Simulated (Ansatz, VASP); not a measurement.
## One calculation of ScAl2, two programs

```xyz
6
Lattice="0.0000 3.8517 3.8517 3.8517 0.0000 3.8517 3.8517 3.8517 0.0000" Properties=species:S:1:pos:R:3 pbc="T T T"
Sc    3.8517    3.8517    3.8517
Sc    5.7776    5.7776    5.7776
Al    0.9629    0.9629    0.9629
Al    0.9629    2.8888    2.8888
Al    2.8888    0.9629    2.8888
Al    2.8888    2.8888    0.9629
```

Alike in both runs: task single point; functional r2SCAN; k mesh 8 × 8 × 8; occupations gaussian, width 0.1 eV; no spin polarisation.

|  | VASP | Ansatz |
| --- | --- | --- |
| version | VASP 6.6.1 | Ansatz 0.2.0 |
| potentials or method | VASP PAW PBE potentials, release 64 (Sc_sv, Al), cutoff 520 eV | scalar-relativistic, plane waves, PAW |
| valence electrons in the cell | 34 | 34 |

```tsv
	VASP	Ansatz	Ansatz less VASP
gap on the k mesh at the Fermi level (eV)	none	none	-
pressure (GPa)	-4.9	-4.9	0.00
```

VASP's potentials were made for PBE, not for r2SCAN. A gap of «none» marks a metal or a gap that the smearing closes. The functional is the same, so the differences come from potentials, cutoffs and numerics.
